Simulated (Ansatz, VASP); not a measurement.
# One calculation of C, two programs

```
CELL_PARAMETERS angstrom
-2.46555 2.46555 2.42911
2.46555 -2.46555 2.42911
2.46555 2.46555 -2.42911
ATOMIC_POSITIONS crystal
C 0.32546 0.00000 0.00000
C 0.67454 0.67454 0.67454
C 0.00000 0.32546 0.00000
C 0.00000 0.00000 0.32546
C 0.00000 0.67454 0.00000
C 0.32546 0.32546 0.32546
C 0.67454 0.00000 0.00000
C 0.00000 0.00000 0.67454
```

Change from the starting cell: strain +0.015 along x and y, +0.000 along z, atoms carried along.

Alike in both runs: task single point; functional r2SCAN; k mesh 8 × 8 × 8; occupations gaussian, width 0.05 eV; no spin polarisation.

```csv
,VASP,Ansatz
version,VASP 6.6.1,Ansatz 0.2.0
potentials or method,"VASP PAW PBE potentials, release 64 (C), cutoff 520 eV","scalar-relativistic, plane waves, PAW"
valence electrons in the cell,32,32
```

```csv
,VASP,Ansatz,Ansatz less VASP
gap on the k mesh at the Fermi level (eV),2.96,2.97,+0.014
least direct gap on the mesh (eV),3.96,3.99,+0.035
pressure (GPa),-8.4,-9.2,-0.78
"traceless stress, the component that is largest in VASP (GPa)",5.37,5.31,-0.064
rms of the force components (eV/Å),0.166,0.171,+0.0053
```

VASP's potentials were made for PBE, not for r2SCAN. Atom by atom the forces differ by 0.022 eV/Å (rms over components). The functional is the same, so the differences come from potentials, cutoffs and numerics.
